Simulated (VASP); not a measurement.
# Hg (I4_1/amd) in VASP: a series of runs, part 2 of 2

VASP 6.6.1. The steps go on from the part before.

## 4. Single point, PBE

This run uses another cell than the first one, of 24.62 Å³/atom.

INCAR reads:

```
SYSTEM = Hg
ALGO = Normal
EDIFF = 1E-7
ENCUT = 520
GGA = PE
ISIF = 2
ISMEAR = -1
LASPH = .TRUE.
LCHARG = .FALSE.
LREAL = .FALSE.
LWAVE = .FALSE.
NBANDS = 19
NELM = 100
PREC = Accurate
SIGMA = 0.1
```

KPOINTS reads:

```
k-points
0
G
  14 14 14
  0 0 0
```

POSCAR reads:

```
Hg
1.0
   -2.8582421103      2.8582421103      1.5065757349
    2.8582421103     -2.8582421103      1.5065757349
    2.8582421103      2.8582421103     -1.5065757349
Hg
2
Direct
   -0.3750000000     -0.1250000000     -0.2500000000
    0.3750000000      0.1250000000      0.2500000000
```

Potentials or basis: VASP PAW PBE potentials, release 64 (Hg).

On the command line:

```console
cat potpaw_PBE.64/Hg/POTCAR > POTCAR
mpirun -np 1 vasp_std > vasp.out
```

OUTCAR:

```text
SYSTEM = Hg
   EDIFF = 1E-7
   ENCUT = 520
   GGA = PE
   ISIF = 2
   ISMEAR = -1
   LASPH = .TRUE.
   LREAL = .FALSE.
   NELM = 100
   PREC = Accurate

 ion  position               nearest neighbor table
   1  0.625  0.875  0.750-   2 2.96   2 2.96   2 2.96   2 2.96   2 3.64   2 3.64   2 3.64   2 3.64

   2  0.375  0.125  0.250-   1 2.96   1 2.96   1 2.96   1 2.96   1 3.64   1 3.64   1 3.64   1 3.64

  LATTYP: Found a body centered tetragonal cell.
 ALAT       =     5.7164842206
 C/A-ratio  =     0.5270987120

  Lattice vectors:

 A1 = (  -2.8582421103,   2.8582421103,   1.5065757349)
 A2 = (   2.8582421103,  -2.8582421103,   1.5065757349)
 A3 = (   2.8582421103,   2.8582421103,  -1.5065757349)

Analysis of symmetry for initial positions (statically):
=====================================================================
 Subroutine PRICEL returns:
 Original cell was already a primitive cell.

 Routine SETGRP: Setting up the symmetry group for a
 body centered tetragonal supercell.

 Subroutine GETGRP returns: Found 16 space group operations
 (whereof  4 operations were pure point group operations)
[... 162 lines left out ...]

  energy without entropy =       -0.20295787  energy(sigma->0) =       -0.21258502

 E-fermi :   2.5320     XC(G=0): -10.5753

 val. band max:        2.5304702431   @ k =   0.3571   0.2143   0.0000
 cond. band min:       2.5564018162   @ k =  -0.4286   0.4286   0.2857
 fundamental gap:      0.0259315731
 Fermi energy:         2.5319670371

 k-point     1 :       0.0000    0.0000    0.0000
  band No.  band energies     occupation
      1      -6.3942      2.00000
      2      -5.5383      2.00000
      3      -5.4341      2.00000
      4      -5.3234      2.00000
      5      -5.1766      2.00000
      6      -3.8537      2.00000
[... 505 lines left out ...]
      6      -4.4405      2.00000
[... 11 lines left out ...]
     18      11.9132      0.00000
     19      14.2792      0.00000

 [... further k-points ...]

------------------------ aborting loop because EDIFF is reached ----------------------------------------

  FORCE on cell =-STRESS in cart. coord.  units (eV):
  Direction    XX          YY          ZZ          XY          YZ          ZX
  --------------------------------------------------------------------------------------
  -------------------------------------------------------------------------------------
  Total        1.6797315      1.6797315      1.6861991      0.0000000      0.0000000      0.0000000
  in kB       54.6640055     54.6640055     54.8744848      0.0000000      0.0000000      0.0000000
  external PRESSURE =      54.7341653 kB  Pullay stress =       0.0000000 kB

 VOLUME and BASIS-vectors are now :
 -----------------------------------------------------------------------------
  energy-cutoff  :      520.00
  volume of cell :       49.23
      direct lattice vectors                 reciprocal lattice vectors
    -2.858242110  2.858242110  1.506575735     0.000000000  0.174932697  0.331878437
     2.858242110 -2.858242110  1.506575735     0.174932697  0.000000000  0.331878437
     2.858242110  2.858242110 -1.506575735     0.174932697  0.174932697  0.000000000

 POSITION                                       TOTAL-FORCE (eV/Angst)
 -----------------------------------------------------------------------------------
      2.85824      1.42912      1.12993        -0.000000      0.000000      0.000000
      0.00000      1.42912      0.37664         0.000000     -0.000000     -0.000000
 -----------------------------------------------------------------------------------
    total drift:                                0.000000     -0.000000      0.000000

  FREE ENERGIE OF THE ION-ELECTRON SYSTEM (eV)
  ---------------------------------------------------
  free  energy   TOTEN  =        -0.2222121731 eV

  energy  without entropy=       -0.2029578738  energy(sigma->0) =       -0.21258502
```

OSZICAR:

```text
N       E                     dE             d eps       ncg     rms          rms(c)
DAV:   1     0.178671196211E+03    0.17867E+03   -0.12492E+04  9272   0.122E+03
DAV:   2     0.384307899643E+01   -0.17483E+03   -0.16702E+03  9655   0.316E+02
DAV:   3    -0.292614995625E+00   -0.41357E+01   -0.41224E+01 10767   0.534E+01
DAV:   4    -0.299716377862E+00   -0.71014E-02   -0.71004E-02 10008   0.213E+00
DAV:   5    -0.299728163472E+00   -0.11786E-04   -0.11786E-04 10179   0.832E-02    0.551E+00
DAV:   6    -0.228583128427E+00    0.71145E-01   -0.15994E-01 10102   0.423E+00    0.405E+00
DAV:   7    -0.222500156454E+00    0.60830E-02   -0.31262E-02  9986   0.159E+00    0.148E+00
DAV:   8    -0.222154826522E+00    0.34533E-03   -0.42715E-03  9761   0.739E-01    0.866E-02
DAV:   9    -0.222178197842E+00   -0.23371E-04   -0.22079E-05 10310   0.478E-02    0.260E-02
DAV:  10    -0.222212176699E+00   -0.33979E-04   -0.33558E-05  9829   0.465E-02    0.769E-03
DAV:  11    -0.222212372677E+00   -0.19598E-06   -0.11916E-06 10382   0.110E-02    0.623E-04
DAV:  12    -0.222212239448E+00    0.13323E-06   -0.60458E-08  5288   0.257E-03    0.321E-04
DAV:  13    -0.222212173077E+00    0.66372E-07   -0.51616E-09  4828   0.646E-04
   1 F= -.22221217E+00 E0= -.21258502E+00  d E =-.192543E-01
```

It took 5.1 min on 1 thread of AMD EPYC 9755, shared host; peak memory 0.28 GiB.

What came out:

```yaml
Free_energy: -0.2222 eV
Pressure: 5.5 GPa
Band_gap_on_the_k_mesh: zero (bands 12 and 13 overlap by 4.53 eV)
```

Caveat: the cell stands under pressure; spin-orbit coupling is left out, which moves the levels of the heavy elements.

## 5. Single point, PBE (24.62 Å³/atom)

This run uses another cell than the first one, of 24.62 Å³/atom.

INCAR reads:

```
  ALGO = Normal
  EDIFF = 1E-7
  ENCUT = 520
  GGA = PE
  ISIF = 2
  ISMEAR = -1
  LASPH = T
  LCHARG = F
  LREAL = F
  LWAVE = F
  NBANDS = 19
  NELM = 60
  PREC = Accurate
  SIGMA = 0.1
```

KPOINTS reads:

```
k-points
0
Gamma
  14 14 14
```

POSCAR is that of step 4.

On the command line:

```console
cat potpaw_PBE.64/Hg/POTCAR > POTCAR
mpirun -np 1 vasp_std > vasp.out
```

It took 5 min on 1 thread of AMD EPYC 9755, shared host; peak memory 0.28 GiB.

It converged, with:

* Free energy: -0.2222 eV
* Pressure: 5.5 GPa
* Band gap on the k mesh: zero (bands 12 and 13 overlap by 4.53 eV)

Levels at points of the mesh, in eV from the Fermi level:
| k point | band 9 | band 10 | band 11 | band 12 | band 13 | band 14 | band 15 | band 16 |
| --- | --- | --- | --- | --- | --- | --- | --- | --- |
| (0.00, 0.00, 0.00) | -6.36 | -5.94 | -5.44 | 1.56 | 1.74 | 1.74 | 7.95 | 11.21 |
| (0.50, 0.00, 0.00) | -5.98 | -5.69 | -1.91 | -1.74 | 2.41 | 2.74 | 3.44 | 7.64 |
| (0.50, 0.50, 0.00) | -6.11 | -6.11 | -5.51 | -5.51 | 5.76 | 5.76 | 6.37 | 6.37 |
| (0.50, 0.50, 0.50) | -6.30 | -6.30 | -2.55 | -2.55 | -1.95 | -1.95 | 11.34 | 11.34 |

Caveat: the cell stands under pressure; spin-orbit coupling is left out, which moves the levels of the heavy elements.

## 6. Summary

```tsv
potentials or basis	cell	cutoff (eV)	gap on the mesh (eV)	pressure (GPa)
VASP PAW PBE potentials, release 64 (Hg_sv_GW)	a = 3.501 Å, angles 96.8, 96.8, 139.7°, 2 atoms	550	none	218.9
VASP PAW PBE potentials, release 64 (Hg)	a = 4.141 Å, angles 97.0, 97.0, 139.3°, 2 atoms	520	none	15.5
VASP PAW PBE potentials, release 64 (Hg)	a = 4.314 Å, angles 97.0, 97.0, 139.1°, 2 atoms	520	none	5.5
```

Alike in all rows: task single point; level PBE; no spin polarisation; k mesh 14 × 14 × 14; smearing fermi-dirac 0.1 eV.

Caveats: the cell stands under pressure; spin-orbit coupling is left out, which moves the levels of the heavy elements.

Total energies depend on the potentials used, so only differences within one code and one set of settings carry meaning.

The gap in the log of VASP goes by the Fermi energy; the results here count the filled bands.